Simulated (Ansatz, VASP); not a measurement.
**One calculation of Zn4S, two programs**

```
Zn S
1.0
    -2.89990    2.89990    2.89990
     2.89990   -2.89990    2.89990
     2.89990    2.89990   -2.89990
Zn S
4 1
Direct
  0.50000 0.50000 0.50000
  0.00000 0.00000 0.50000
  0.00000 0.50000 0.00000
  0.50000 0.00000 0.00000
  0.00000 0.00000 0.00000
```

Alike in both runs: functional PBE; k mesh 10 × 10 × 10; occupations gaussian, width 0.1 eV; no spin polarisation.

Ansatz relaxed the structure, and its values are those at the end. VASP's run is a single point on that final structure, the one shown.

|  | VASP | Ansatz |
| --- | --- | --- |
| version | VASP 6.6.1 | Ansatz 0.2.0 |
| potentials or method | VASP PAW PBE potentials, release 64 (Zn, S), cutoff 520 eV | scalar-relativistic, plane waves, PAW |
| valence electrons in the cell | 54 | 54 |

```tsv
	VASP	Ansatz	Ansatz less VASP
gap on the k mesh at the Fermi level (eV)	none	none	-
pressure (GPa)	0.2	0.0	-0.16
```

A gap of «none» marks a metal or a gap that the smearing closes.
